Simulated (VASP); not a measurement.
# Ga4SbAs3 in VASP: notebook, part 2 of 2

VASP 6.6.1. The steps go on from the part before.

### Step 4. Single point, PBE

Contents of INCAR:

```
ALGO = Normal
EDIFF = 1E-7
ENCUT = 520
GGA = PE
ISIF = 2
ISMEAR = 0
LASPH = True
LCHARG = False
LREAL = False
LWAVE = False
NBANDS = 46
NELM = 60
PREC = Accurate
SIGMA = 0.2
```

Contents of KPOINTS:

```
k-points
0
Gamma
  6 6 2
```

Contents of POSCAR:

```
Ga4SbAs3
1.0
    4.1522844481      0.0004162003     -0.0002705599
    0.0004254701      4.1528259030     -0.0003874798
   -0.0008327377     -0.0011698080     11.7182170307
Ga Sb As
4 1 3
Direct
    0.5001100476     -0.0001354213      0.6385948874
   -0.0003456657      0.4996066708      0.8796310625
    0.4999884023      0.0007903674      0.1204070117
    0.0003268742      0.4996470484      0.3613856814
    0.0000382151     -0.0002918828      0.4999831291
   -0.0000738122     -0.0002223104     -0.0000046088
    0.5002663855      0.5007438173      0.2409369179
    0.4996895531      0.4998617105      0.7590659189
```

Potentials or basis: VASP PAW PBE potentials, release 64 (Ga_d, Sb, As).

Run with:

```console
$ cat potpaw_PBE.64/Ga_d/POTCAR potpaw_PBE.64/Sb/POTCAR potpaw_PBE.64/As/POTCAR > POTCAR
$ mpirun -np 1 vasp_std > vasp.out
```

OUTCAR:

```text
EDIFF = 1E-7
   ENCUT = 520
   GGA = PE
   ISIF = 2
   ISMEAR = 0
   LASPH = True
   LREAL = False
   NELM = 60
   PREC = Accurate

 ion  position               nearest neighbor table
   1  0.500  1.000  0.639-   8 2.51   8 2.51   5 2.64   5 2.64
   2  1.000  0.500  0.880-   6 2.51   6 2.51   8 2.51   8 2.51
   3  0.500  0.001  0.120-   6 2.51   6 2.51   7 2.51   7 2.51
   4  0.000  0.500  0.361-   7 2.51   7 2.51   5 2.64   5 2.64
   5  0.000  1.000  0.500-   1 2.64   1 2.64   4 2.64   4 2.64
   6  1.000  1.000  1.000-   2 2.51   3 2.51   3 2.51   2 2.51
   7  0.500  0.501  0.241-   4 2.51   4 2.51   3 2.51   3 2.51
   8  0.500  0.500  0.759-   1 2.51   2 2.51   1 2.51   2 2.51

  LATTYP: Found a base centered monoclinic cell.
 ALAT       =    50.0712583791
 B/A-ratio  =     0.1172729606
 C/A-ratio  =     0.2617559124
 COS(beta)  =    -0.9944856546

  Lattice vectors:

 A1 = (  -4.1514699129,  -8.3037283903, -23.4353885419)
 A2 = (  -8.3033288909,  -4.1513186876, -23.4355054618)
 A3 = (   4.1518771805,   4.1520722953,  11.7175589910)

Analysis of symmetry for initial positions (statically):
=====================================================================
 Subroutine PRICEL returns:
 Original cell was already a primitive cell.

 Routine SETGRP: Setting up the symmetry group for a
 base centered monoclinic supercell.

 Subroutine GETGRP returns: Found  1 space group operations
 (whereof  1 operations were pure point group operations)
 out of a pool of  4 trial point group operations.

The static configuration has the point symmetry C_1 .

Analysis of symmetry for dynamics (positions and initial velocities):
=====================================================================
 Subroutine PRICEL returns:
 Original cell was already a primitive cell.

 Routine SETGRP: Setting up the symmetry group for a
 base centered monoclinic supercell.

 Subroutine GETGRP returns: Found  1 space group operations
 (whereof  1 operations were pure point group operations)
 out of a pool of  4 trial point group operations.

The dynamic configuration has the point symmetry C_1 .

 Subroutine INISYM returns: Found  1 space group operations
 (whereof  1 operations are pure point group operations),
 and found     1 'primitive' translations

----------------------------------------------------------------------------------------

                                     Primitive cell

  volume of cell :     202.0656

  direct lattice vectors                    reciprocal lattice vectors
     4.152284448  0.000416200 -0.000270560     0.240831289 -0.000024672  0.000017112
     0.000425470  4.152825903 -0.000387480    -0.000024135  0.240799890  0.000024037
    -0.000832738 -0.001169808 11.718217031     0.000005560  0.000007962  0.085337216

  length of vectors
     4.152284478  4.152825943 11.718217119     0.240831291  0.240799892  0.085337216

  position of ions in fractional coordinates (direct lattice)
     0.500110048  0.999864579  0.638594887
     0.999654334  0.499606671  0.879631063
     0.499988402  0.000790367  0.120407012
     0.000326874  0.499647048  0.361385681
     0.000038215  0.999708117  0.499983129
     0.999926188  0.999777690  0.999995391
     0.500266385  0.500743817  0.240936918
     0.499689553  0.499861710  0.759065919

[... 38 lines left out ...]
            Coordinates               Weight
  0.000000  0.000000  0.000000      1.000000
  0.166667 -0.000000  0.000000      2.000000
  0.333333  0.000000 -0.000000      2.000000
  0.500000  0.000000 -0.000000      1.000000
  0.000000  0.166667 -0.000000      2.000000
  0.166667  0.166667  0.000000      2.000000
[... 16 lines left out ...]
  0.333333  0.000000  0.500000      2.000000
  0.500000  0.000000  0.500000      1.000000
 [... further k-points ...]
   k-points           NKPTS =     40   k-points in BZ     NKDIM =     40   number of bands    NBANDS=     46
   number of dos      NEDOS =    301   number of ions     NIONS =      8
   total plane-waves  NPLWV =  92160
   dimension x,y,z NGX =    32 NGY =   32 NGZ =   90
   dimension x,y,z NGXF=    64 NGYF=   64 NGZF=  180
   ions per type =               4   1   3
   NGX,Y,Z   is equivalent  to a cutoff of  12.81, 12.81, 12.77 a.u.
   NGXF,Y,Z  is equivalent  to a cutoff of  25.62, 25.62, 25.54 a.u.
 SYSTEM =  unknown system
   PREC   = accura    normal or accurate (medium, high low for compatibility)
   ISTART =      0    job   : 0-new  1-cont  2-samecut
   ICHARG =      2    charge: 1-file 2-atom 10-const
   ISPIN  =      1    spin polarized calculation?
   LNONCOLLINEAR =      F non collinear calculations
   LSORBIT =      F    spin-orbit coupling
   LASPH  =      T    aspherical Exc in radial PAW
   ENCUT  =  520.0 eV  38.22 Ry    6.18 a.u.   7.72  7.72 21.79*2*pi/ulx,y,z
   NELM   =     60;   NELMIN=  2; NELMDL= -5     # of ELM steps
   EDIFF  = 0.1E-06   stopping-criterion for ELM
   LREAL  =      F    real-space projection
   EDIFFG = 0.1E-05   stopping-criterion for IOM
   NSW    =      0    number of steps for IOM
   IBRION =     -1    ionic relax: 0-MD 1-quasi-New 2-CG
   NFREE  =      0    steps in history (QN), initial steepest desc. (CG)
   ISIF   =      2    stress and relaxation
   ISYM   =      2    0-nonsym 1-usesym 2-fastsym
   POTIM  = 0.5000    time-step for ionic-motion
   TEBEG  =    0.0;   TEEND  =   0.0 temperature during run
   PSTRESS=    0.0 pullay stress
   NELECT =      72.0000    total number of electrons
   NUPDOWN=      -1.0000    fix difference up-down
   EMIN   =  10.00;   EMAX   =-10.00  energy-range for DOS
   EFERMI =   0.00;   METHOD = LEGACY
   ISMEAR =     0;   SIGMA  =   0.20  broadening in eV -4-tet -1-fermi 0-gaus
   EFERMI_NEDOS =   21; number of points for ismear=-14 and -15
   IALGO  =     38    algorithm
   IMIX   =      4    mixing-type and parameters
     AMIX     =   0.40;   BMIX     =  1.00
     AMIX_MAG =   1.60;   BMIX_MAG =  1.00
  volume/ion in A,a.u.               =      25.26       170.45
  Fermi-wavevector in a.u.,A,eV,Ry     =   1.160615  2.193245 18.327420  1.347027
  Thomas-Fermi vector in A             =   2.297196
   LORBIT       =      0    0 simple, 1 ext, 2 COOP (PROOUT), +10 PAW based schemes
   GGA     = PE    functional components
   LHFCALC =     F    Hartree Fock is set to
   AEXX    =    0.0000 exact exchange contribution
   IVDW    =     0    specifies the selected vdW correction
   LEPSILON=     F    determine dielectric tensor
   LRPA    =     F    only Hartree local field effects (RPA)
 non-spin polarized calculation
 Gauss-broadening in eV      SIGMA  =   0.20
  energy-cutoff  :      520.00
  volume of cell :      202.07
 maximum number of plane-waves:      5472
   NGX = 15   NGY = 15   NGZ = 43

 number of electron      71.9999962 magnetization

 Free energy of the ion-electron system (eV)
  ---------------------------------------------------
  ext. energy  EPLUGINS =         0.00000000
  ---------------------------------------------------
  free energy    TOTEN  =       -31.99811921 eV

  energy without entropy =      -31.99143163  energy(sigma->0) =      -31.99477542

 E-fermi :   3.9515     XC(G=0):  -9.2391

 val. band max:        3.8606872458   @ k =   0.0000   0.0000   0.0000
 cond. band min:       4.2404725310   @ k =   0.5000   0.0000  -0.0000
 fundamental gap:      0.3797852853
 Fermi energy:         3.9515171419

 k-point     1 :       0.0000    0.0000    0.0000
  band No.  band energies     occupation
      1     -11.1364      2.00000
      2     -11.0953      2.00000
      3     -11.0638      2.00000
      4     -11.0638      2.00000
      5     -11.0446      2.00000
      6     -11.0446      2.00000
[... 1165 lines left out ...]
     45       8.4344      0.00000
     46       8.4588      0.00000

 [... further k-points ...]
[... 5 lines left out ...]
  --------------------------------------------------------------------------------------
  -------------------------------------------------------------------------------------
  Total        0.2012035      0.1867325      0.1367712     -0.0066009      0.0094571      0.0047275
  in kB        1.5953415      1.4806013      1.0844587     -0.0523387      0.0749856      0.0374841
  external PRESSURE =       1.3868005 kB  Pullay stress =       0.0000000 kB

 VOLUME and BASIS-vectors are now :
 -----------------------------------------------------------------------------
  energy-cutoff  :      520.00
  volume of cell :      202.07
      direct lattice vectors                 reciprocal lattice vectors
     4.152284448  0.000416200 -0.000270560     0.240831289 -0.000024672  0.000017112
     0.000425470  4.152825903 -0.000387480    -0.000024135  0.240799890  0.000024037
    -0.000832738 -0.001169808 11.718217031     0.000005560  0.000007962  0.085337216

 POSITION                                       TOTAL-FORCE (eV/Angst)
 -----------------------------------------------------------------------------------
      2.07649      4.15172      7.48267        -0.002683     -0.000582      0.001005
      4.15033      2.07417     10.30724         0.001726      0.002067      0.006687
      2.07599      0.00335      1.41082         0.000286     -0.002928     -0.009692
      0.00127      2.07452      4.23460        -0.000869      0.002820      0.001987
      0.00017      4.15103      5.85852         0.001892      0.000462     -0.000181
      4.15157      4.15115     11.71751         0.000085      0.001635      0.001684
      2.07726      2.07943      2.82302        -0.001729     -0.004815      0.005177
      2.07443      2.07516      8.89457         0.001291      0.001342     -0.006667
 -----------------------------------------------------------------------------------
    total drift:                                0.000059     -0.000087     -0.000069

  FREE ENERGIE OF THE ION-ELECTRON SYSTEM (eV)
  ---------------------------------------------------
  free  energy   TOTEN  =       -31.9981192139 eV

  energy  without entropy=      -31.9914316268  energy(sigma->0) =      -31.99477542
```

Run time: 15 min. Hardware: 1 thread of AMD EPYC 7R13, shared host; peak memory 0.46 GiB.

Results:

| Quantity | Value |
| --- | --- |
| Free energy | -31.9981 eV |
| Pressure | 0.1 GPa |
| Largest force | 0.010 eV/Å |
| Band gap on the k mesh | zero (filled and empty bands touch) |

Forces in eV/Å, atoms in the order of the input:
```
Ga  -0.003 -0.001  0.001
Ga   0.002  0.002  0.007
Ga   0.000 -0.003 -0.010
Ga  -0.001  0.003  0.002
Sb   0.002  0.000  0.000
As   0.000  0.002  0.002
As  -0.002 -0.005  0.005
As   0.001  0.001 -0.007
```

Levels at points of the mesh, in eV from the Fermi level:
```
           k point  band 34  band 35  band 36  band 37  band 38  band 39
(0.00, 0.00, 0.00)    -0.27    -0.20    -0.09    -0.09     1.17     1.27
(0.50, 0.00, 0.00)    -1.28    -1.24    -0.56     0.29     0.64     1.97
(0.00, 0.50, 0.00)    -1.28    -1.24    -0.56     0.29     0.64     1.97
(0.50, 0.50, 0.00)    -2.66    -2.66    -2.53     1.25     1.28     1.28
(0.00, 0.00, 0.50)    -1.01    -0.48    -0.48     1.06     1.12     1.62
(0.50, 0.00, 0.50)    -1.55    -1.54    -0.56     1.29     1.40     1.47
(0.00, 0.50, 0.50)    -1.55    -1.54    -0.56     1.30     1.40     1.48
(0.50, 0.50, 0.50)    -3.03    -2.98    -2.81     2.15     2.16     2.23
```

Caveat: spin-orbit coupling is left out, which moves the levels of the heavy elements.

### Step 5. Single point, PBE

Contents of INCAR:

```
ALGO     = Normal         # electronic algorithm
EDIFF    = 1E-7           # SCF threshold, eV
ENCUT    = 520            # plane-wave cutoff, eV
GGA      = PE             # functional
ISIF     = 2              # what is computed and relaxed
ISMEAR   = 0              # smearing method
LASPH    = T              # aspherical terms in the spheres
LCHARG   = F              # write CHGCAR
LREAL    = F              # projectors in reciprocal space
LWAVE    = F              # write WAVECAR
NBANDS   = 46             # bands
NELM     = 100            # most SCF steps
PREC     = Accurate       # precision mode
SIGMA    = 0.1            # smearing width, eV
```

Contents of KPOINTS:

```
k-points
0
Gamma
  10 10 4
```

Contents of POSCAR:

```
Ga4SbAs3
1.0
    4.1484388000      0.0000000000      0.0000000000
    0.0000000000      4.1484388000      0.0000000000
    0.0000000000      0.0000000000     11.7292885000
Ga Sb As
4 1 3
Direct
    0.5000000000      0.0000000000      0.6385310000
    0.0000000000      0.5000000000      0.8796450000
    0.5000000000      0.0000000000      0.1203550000
    0.0000000000      0.5000000000      0.3614690000
    0.0000000000      0.0000000000      0.5000000000
    0.0000000000      0.0000000000      0.0000000000
    0.5000000000      0.5000000000      0.2409650000
    0.5000000000      0.5000000000      0.7590350000
```

Run with:

```console
$ cat potpaw_PBE.64/Ga_d/POTCAR potpaw_PBE.64/Sb/POTCAR potpaw_PBE.64/As/POTCAR > POTCAR
$ mpirun -np 1 vasp_std > vasp.out
```

Wall time 17 min (1 thread of AMD EPYC 7R13, shared host); peak memory 0.59 GiB.

It converged, with:

| Quantity | Value |
| --- | --- |
| Free energy | -32.0315 eV |
| Pressure | 0.1 GPa |
| Largest force | 0.007 eV/Å |
| Band gap on the k mesh | zero (filled and empty bands touch) |

Forces in eV/Å, atoms in the order of the input:
```
Ga   0.000  0.000 -0.007
Ga   0.000  0.000  0.002
Ga   0.000  0.000 -0.002
Ga   0.000  0.000  0.007
Sb   0.000  0.000  0.000
As   0.000  0.000  0.000
As   0.000  0.000  0.000
As   0.000  0.000  0.000
```

Levels at points of the mesh, in eV from the Fermi level:
```
           k point  band 34  band 35  band 36  band 37  band 38  band 39
(0.00, 0.00, 0.00)    -0.22    -0.17    -0.05    -0.05     1.21     1.31
(0.50, 0.00, 0.00)    -1.25    -1.21    -0.51     0.33     0.68     2.01
(0.50, 0.50, 0.00)    -2.63    -2.63    -2.50     1.28     1.31     1.31
(0.00, 0.00, 0.50)    -0.98    -0.44    -0.44     1.10     1.16     1.66
(0.50, 0.00, 0.50)    -1.51    -1.50    -0.52     1.34     1.44     1.51
(0.50, 0.50, 0.50)    -3.00    -2.95    -2.77     2.18     2.18     2.26
```

Caveat: spin-orbit coupling is left out, which moves the levels of the heavy elements.

### Step 6. The runs side by side

| cell | k mesh | smearing | gap on the mesh (eV) | pressure (GPa) | largest force (eV/Å) |
| --- | --- | --- | --- | --- | --- |
| a = 4.148, b = 4.148, c = 11.729 Å, 8 atoms | 4 × 4 × 2 | gaussian 0.1 eV | none | 0.4 | 0.03 |
| a = 4.148, b = 4.148, c = 11.729 Å, 8 atoms | 6 × 6 × 2 | gaussian 0.2 eV | none | 0.2 | 0.01 |
| a = 4.152, b = 4.153, c = 11.718 Å, 8 atoms | 6 × 6 × 2 | gaussian 0.2 eV | none | 0.1 | 0.01 |
| a = 4.148, b = 4.148, c = 11.729 Å, 8 atoms | 10 × 10 × 4 | gaussian 0.1 eV | none | 0.1 | 0.01 |

Alike in all rows: task single point; level PBE; potentials or basis VASP PAW PBE potentials, release 64 (Ga_d, Sb, As); no spin polarisation; cutoff (eV) 520.

Caveats: some runs use coarse meshes; spin-orbit coupling is left out, which moves the levels of the heavy elements.

Total energies depend on the potentials used, so only differences within one code and one set of settings carry meaning.
